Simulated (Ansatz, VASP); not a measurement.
## One calculation of Y, two programs

INCAR

```
PREC = Accurate
ENCUT = 520
EDIFF = 1E-7
ISMEAR = -1
SIGMA = 0.05
LREAL = False
LASPH = True
NELM = 80
ALGO = Normal
ISIF = 2
LWAVE = False
LCHARG = False
GGA = CA
NBANDS = 12
```

KPOINTS

```
Automatic mesh
0
Gamma
  13 13 13
```

The input POSCAR:

```
Y
1.0
    0.0000000000      2.4850000000      2.4353000000
    2.4850000000      0.0000000000      2.4353000000
    2.4850000000      2.4850000000      0.0000000000
Y
1
Direct
    0.0000000000      0.0000000000      0.0000000000
```

Input for Ansatz:

```yaml
crystal:
  lattice:
    - [0.0, 2.485, 2.4353]
    - [2.485, 0.0, 2.4353]
    - [2.485, 2.485, 0.0]
  atoms:
    - { symbol: "Y", position: [0.0, 0.0, 0.0] }
kpoints:
  mp_grid: { grid: [13, 13, 13] }
  band_path:
    path:
      - [0.0, 0.0, 0.0]
      - [0.0, 0.5, 0.5]
      - [0.25, 0.75, 0.5]
      - [0.0, 0.5, 0.0]
      - [0.0, 0.0, 0.0]
      - [0.5, 0.5, 0.0]
      - [0.3801541025, 0.6198458975, 0.0]
      - [-0.3801541025, 0.3801541025, 0.0]
      - [0.0, 0.0, 0.0]
    npoints: 5
scf:
  occupations: { method: fermi_dirac, width: 0.05 }
hamiltonian:
  xc: lda
  pseudopotentials: { kind: all_electron, lapw: { basis_error: 0.001 } }
output:
  forces: true
  stress: true
  eigenvalues: true
```

Change from the starting cell: zz strain of -2 %.

Alike in both runs: task single point; functional LDA; k mesh 13 × 13 × 13; occupations fermi-dirac, width 0.05 eV; no spin polarisation.

|  | VASP | Ansatz |
| --- | --- | --- |
| version | VASP 6.6.1 | Ansatz 0.2.0 |
| potentials or method | VASP PAW LDA potentials, release 64 (Y_sv), cutoff 520 eV | all-electron LAPW, scalar-relativistic |

VASP gave:

```
pressure (GPa)                                                : -1.1
traceless stress, the component that is largest in VASP (GPa) : 0.43
```

What did Ansatz give for the same quantities?

Pressure (GPa): -0.9; traceless stress, the component that is largest in VASP (GPa): 0.43.

LDA's correlation is that of Perdew and Zunger in VASP and of Perdew and Wang (1992) in Ansatz. Ansatz ran all-electron here, and VASP with PAW potentials.
